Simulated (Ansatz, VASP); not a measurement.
BN: VASP beside Ansatz

```
B N
1.0
     0.04190    1.79258    1.79258
     1.79258    0.04190    1.79258
     1.79258    1.79258    0.04190
B N
1 1
Direct
  0.00027 0.00027 0.00027
  0.24973 0.24973 0.24973
```

Change from the starting cell: epitaxial_111 strain -3.0%.

Alike in both runs: task single point; functional HSE06; k mesh 8 × 8 × 8; no spin polarisation.

```csv
,VASP,Ansatz
version,VASP 6.6.1,Ansatz 0.2.0
potentials or method,"VASP PAW PBE potentials, release 64 (B, N)","plane waves, PAW"
plane-wave cutoff (eV),520,420
occupations,"gaussian, width 0.01 eV",fixed
valence electrons in the cell,8,8
```

|  | VASP | Ansatz | Ansatz less VASP |
| --- | --- | --- | --- |
| gap on the k mesh at the Fermi level (eV) | 5.74 | 5.76 | +0.015 |
| pressure (GPa) | 21.0 | 20.3 | -0.69 |
| traceless stress, the component that is largest in VASP (GPa) | -12.57 | -12.48 | +0.091 |
| rms of the force components (eV/Å) | 0.022 | 0.017 | -0.0045 |

Atom by atom the forces differ by 0.004 eV/Å (rms over components). Ansatz's warnings: stress exchange threshold loose, stress scf threshold loose.
